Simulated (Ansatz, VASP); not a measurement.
# Two plane-wave programs on Rh

```xyz
2
Lattice="2.6915 0.0000 0.0000 -1.3458 2.3309 0.0000 0.0000 0.0000 4.3365" Properties=species:S:1:pos:R:3 pbc="T T T"
Rh    1.3458    0.7770    3.2524
Rh    0.0000    1.5539    1.0841
```

Alike in both runs: task electric field gradients; functional PBEsol; k mesh 18 × 18 × 10; occupations fermi-dirac, width 0.15 eV; no spin polarisation.

```csv
,VASP,Ansatz
version,VASP 6.6.1,Ansatz 0.2.0
potentials or method,"VASP PAW PBE potentials, release 64 (Rh_pv), cutoff 520 eV","scalar-relativistic, plane waves, PAW"
valence electrons in the cell,30,34
```

Ansatz gave:

```
gap on the k mesh at the Fermi level (eV)            : none
pressure (GPa)                                       : 0.0
size of Vzz on the site where it differs most (V/Å²) : 6.3
```

Q: What did VASP give for the same quantities?

A: gap on the k mesh at the Fermi level (eV): none; pressure (GPa): 0.0; size of Vzz on the site where it differs most (V/Å²): 3.8.

VASP's potentials were made for PBE, not for PBEsol. A gap of «none» marks a metal or a gap that the smearing closes. With one functional, cell and mesh, what is left measures potentials, basis and numerics. VASP's potentials hold 30 valence electrons a cell and Ansatz's 34, so a difference there can come from the potentials and not from the codes.
